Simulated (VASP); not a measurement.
Input of a VASP 6.6.1 run:

The input INCAR:

```
SYSTEM = Al2O3
PREC     = Accurate       ! precision mode
ENCUT    = 520            ! plane-wave cutoff, eV
EDIFF    = 1E-7           ! SCF threshold, eV
ISMEAR   = 0              ! smearing method
SIGMA    = 0.01           ! smearing width, eV
LREAL    = .FALSE.        ! projectors in reciprocal space
LASPH    = .TRUE.         ! aspherical terms in the spheres
NELM     = 60             ! most SCF steps
ALGO     = Normal         ! electronic algorithm
ISIF     = 2              ! what is computed and relaxed
LWAVE    = .FALSE.        ! write WAVECAR
LCHARG   = .FALSE.        ! write CHGCAR
GGA      = CA             ! functional
NBANDS   = 20             ! bands
```

Contents of KPOINTS:

```
Automatic mesh
0
G
  12 12 2
  0 0 0
```

The input POSCAR:

```
Al2O3
1.0
    2.8380139801     -0.0000000028      0.0000000000
   -1.4190069876      2.4577922045      0.0000000000
    0.0000000000      0.0000000000      7.3518739294
Al O
2 3
Direct
    0.0000000000      0.0000000000      0.1866816433
    0.0000000000      0.0000000000      0.8133183567
    0.3333333333      0.6666666667      0.2774781016
    0.6666666667      0.3333333333      0.0000000000
    0.3333333333      0.6666666667      0.7225218984
```

Potentials or basis: VASP PAW LDA potentials, release 64 (Al, O).

Command:

```console
$ cat potpaw_LDA.64/Al/POTCAR potpaw_LDA.64/O/POTCAR > POTCAR
$ mpirun -np 1 vasp_std > vasp.out
```

Task: Estimate the largest force.

Result: 0.039 eV/Å.

Task: What does it give for the pressure?

Result: 0.9 GPa.

Task: Estimate the band gap on the k mesh.

Result: 4.81 eV, indirect (least direct gap 4.99 eV).

Forces in eV/Å, atoms in the order of the input:
```
Al   0.000  0.000 -0.010
Al   0.000  0.000  0.010
O    0.000  0.000  0.039
O    0.000  0.000  0.000
O    0.000  0.000 -0.039
```

Caveat: the k points lie up to 0.43 Å⁻¹ apart. Expect the measured gap to be larger: semilocal functionals such as LDA lack the derivative discontinuity.
